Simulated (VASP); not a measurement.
Wanted: the native input for a VASP 6.6.1 run.

```
Task                   : single point
Functional             : PBE
Potentials or basis    : VASP PAW PBE potentials, release 64 (Ca_sv, B, C)
Cutoff                 : 520 eV
k mesh                 : 24 × 24 × 8
Occupations            : gaussian, width 0.15 eV
Spin                   : no spin polarisation
Dipole correction      : no
Further INCAR settings : ALGO = Normal; EDIFF = 1e-07; NBANDS = 26
```

The structure of CaBC lies in POSCAR:

```
CaBC
1.0
    3.0025561844      0.0000000000      0.0000000000
   -1.5012780922      2.6002899320      0.0000000000
    0.0000000000      0.0000000000      7.9734084804
Ca B C
2 2 2
Direct
    0.0000000000      0.0000000000      0.0000000000
    0.0000000000      0.0000000000      0.5000000000
    0.6666666667      0.3333333333      0.2500000000
    0.3333333333      0.6666666667      0.7500000000
    0.6666666667      0.3333333333      0.7500000000
    0.3333333333      0.6666666667      0.2500000000
```

This cell differs from its parent crystal: ratio of the length along z to the lengths across it x 0.96, volume and fractional coordinates fixed.

One way to write it, as run:

INCAR

```
SYSTEM = CaBC
ALGO = Normal
EDIFF = 1E-7
ENCUT = 520
GGA = PE
ISIF = 2
ISMEAR = 0
LASPH = .True.
LCHARG = .False.
LREAL = .False.
LWAVE = .False.
NBANDS = 26
NELM = 100
PREC = Accurate
SIGMA = 0.15
```

KPOINTS

```
k-points
0
Gamma
  24 24 8
  0 0 0
```

Potentials or basis: VASP PAW PBE potentials, release 64 (Ca_sv, B, C).

Launch:

```bash
$ cat potpaw_PBE.64/Ca_sv/POTCAR potpaw_PBE.64/B/POTCAR potpaw_PBE.64/C/POTCAR > POTCAR
$ mpirun -np 1 vasp_std > vasp.out
```

It gave:

```yaml
Pressure: 0.1 GPa
Band_gap_on_the_k_mesh: zero (bands 17 and 18 overlap by 2.74 eV)
```

Caveat: the stress differs along the axes, from -4 to 8 GPa.

Run time: 11 min on 1 thread of Intel Xeon 8259CL (shared host), peak memory 0.53 GiB.
